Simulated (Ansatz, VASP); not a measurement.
CdS in VASP and in Ansatz

```
Cd S
1.0
    -4.04237    4.04237    4.04237
     4.04237   -4.04237    4.04237
     4.04237    4.04237   -4.04237
Cd S
4 4
Cartesian
  1.2995 1.2995 1.2995
  2.7429 2.7429 -2.7429
  2.7429 -2.7429 2.7429
  -2.7429 2.7429 2.7429
  2.7239 2.7239 2.7239
  1.3185 1.3185 -1.3185
  1.3185 -1.3185 1.3185
  -1.3185 1.3185 1.3185
```

Alike in both runs: functional PBE; k mesh 6 × 6 × 6; occupations gaussian, width 0.02 eV; no spin polarisation.

Ansatz relaxed the structure, and its values are those at the end. VASP's run is a single point on that final structure, the one shown.

```csv
,VASP,Ansatz
version,VASP 6.6.1,Ansatz 0.2.0
potentials or method,"VASP PAW PBE potentials, release 64 (Cd, S), cutoff 520 eV","scalar-relativistic, plane waves, PAW"
valence electrons in the cell,72,104
```

Ansatz gave:

| Item | Value |
| --- | --- |
| gap on the k mesh at the Fermi level (eV) | 1.50 |
| least direct gap on the mesh (eV) | 1.52 |
| pressure (GPa) | 0.0 |
| rms of the force components (eV/Å) | 0.000 |

Problem. What did VASP give for the same quantities?

Solution. gap on the k mesh at the Fermi level (eV): 1.50; least direct gap on the mesh (eV): 1.51; pressure (GPa): 0.2; rms of the force components (eV/Å): 0.005.

The functional is the same, so the differences come from potentials, cutoffs and numerics. VASP's potentials hold 72 valence electrons a cell and Ansatz's 104, so a difference there can come from the potentials and not from the codes.
